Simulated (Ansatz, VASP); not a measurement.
## Ba in VASP and in Ansatz

```
Ba
1.0
    -2.38167    2.38167    2.38167
     2.38167   -2.38167    2.38167
     2.38167    2.38167   -2.38167
Ba
1
Direct
  0.00000 0.00000 0.00000
```

Alike in both runs: functional LDA; k mesh 10 × 10 × 10; occupations gaussian, width 0.1 eV; no spin polarisation.

Ansatz relaxed the structure, and its values are those at the end. VASP's run is a single point on that final structure, the one shown.

|  | VASP | Ansatz |
| --- | --- | --- |
| version | VASP 6.6.1 | Ansatz 0.2.0 |
| potentials or method | VASP PAW LDA potentials, release 64 (Ba_sv), cutoff 520 eV | scalar-relativistic, plane waves, PAW |
| valence electrons in the cell | 10 | 10 |

|  | VASP | Ansatz | Ansatz less VASP |
| --- | --- | --- | --- |
| gap on the k mesh at the Fermi level (eV) | none | none | - |
| pressure (GPa) | 0.1 | 0.0 | -0.09 |

Ansatz warns that its potentials were made for another functional, while VASP's fit it. LDA's correlation is that of Perdew and Zunger in VASP and of Perdew and Wang (1992) in Ansatz. A gap of «none» marks a metal or a gap that the smearing closes.

Neither program's run includes spin-orbit coupling.
